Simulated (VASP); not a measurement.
Write the native input for VASP 6.6.1 that does the following.

* Task: single point
* Functional: PBE
* Potentials or basis: VASP PAW PBE potentials, release 64 (C, Ba_sv, Mo_sv, Ni)
* Cutoff: 520 eV
* k mesh: 7 × 7 × 7
* Occupations: fermi-dirac, width 0.1 eV
* Spin: no spin polarisation
* Dipole correction: no
* k mesh for the DOS: 11 × 11 × 11
* Occupations for the DOS: tetrahedron
* Further INCAR settings: ALGO = Normal; EDIFF = 1e-06; NBANDS = 45

Ba2NiMoC6:

```
C Ba Mo Ni
1.0
     0.00000    4.08141    4.08141
     4.08141    0.00000    4.08141
     4.08141    4.08141    0.00000
C Ba Mo Ni
6 2 1 1
Direct
  0.73860 0.26140 0.26140
  0.26140 0.73860 0.26140
  0.26140 0.73860 0.73860
  0.73860 0.26140 0.73860
  0.26140 0.26140 0.73860
  0.73860 0.73860 0.26140
  0.25000 0.25000 0.25000
  0.75000 0.75000 0.75000
  0.50000 0.50000 0.50000
  0.00000 0.00000 0.00000
```

One way to write it, as run:

POSCAR

```
Ba2NiMoC6
1.0
    0.0000000000      4.0814150000      4.0814150000
    4.0814150000      0.0000000000      4.0814150000
    4.0814150000      4.0814150000      0.0000000000
C Ba Mo Ni
6 2 1 1
Direct
    0.7386000000      0.2614000000      0.2614000000
    0.2614000000      0.7386000000      0.2614000000
    0.2614000000      0.7386000000      0.7386000000
    0.7386000000      0.2614000000      0.7386000000
    0.2614000000      0.2614000000      0.7386000000
    0.7386000000      0.7386000000      0.2614000000
    0.2500000000      0.2500000000      0.2500000000
    0.7500000000      0.7500000000      0.7500000000
    0.5000000000      0.5000000000      0.5000000000
    0.0000000000      0.0000000000      0.0000000000
```

INCAR.step1

```
SYSTEM = Ba2NiMoC6
ALGO = Normal
EDIFF = 1E-6
ENCUT = 520
GGA = PE
ISIF = 2
ISMEAR = -1
LASPH = .True.
LCHARG = .True.
LMAXMIX = 4
LREAL = .False.
LWAVE = .False.
NBANDS = 45
NELM = 60
PREC = Accurate
SIGMA = 0.1
```

KPOINTS.step1

```
k-points
0
Gamma
  7 7 7
  0 0 0
```

INCAR.step2

```
SYSTEM = Ba2NiMoC6
ALGO = Normal
EDIFF = 1E-6
ENCUT = 520
GGA = PE
ICHARG = 11
ISIF = 2
ISMEAR = -5
LASPH = .True.
LCHARG = .False.
LMAXMIX = 4
LORBIT = 11
LREAL = .False.
LWAVE = .False.
NBANDS = 45
NEDOS = 2001
NELM = 60
PREC = Accurate
SIGMA = 0.1
```

KPOINTS.step2

```
k-points
0
Gamma
  11 11 11
  0 0 0
```

Potentials or basis: VASP PAW PBE potentials, release 64 (C, Ba_sv, Mo_sv, Ni).

The run is started by

```sh
$ cat potpaw_PBE.64/C/POTCAR potpaw_PBE.64/Ba_sv/POTCAR potpaw_PBE.64/Mo_sv/POTCAR potpaw_PBE.64/Ni/POTCAR > POTCAR
$ cp INCAR.step1 INCAR
$ cp KPOINTS.step1 KPOINTS
$ mpirun -np 1 vasp_std > vasp.out
$ cp INCAR.step2 INCAR
$ cp KPOINTS.step2 KPOINTS
$ mpirun -np 1 vasp_std > vasp.out
```

It gave:

```json
{
  "Valence electrons inside the program's atomic spheres": "C 2.25; Ba 8.13; Mo 13.24; Ni 9.24"
}
```

Run time: 14 min on 1 thread of Intel Xeon 8259CL, on a shared host, peak memory 0.53 GiB.
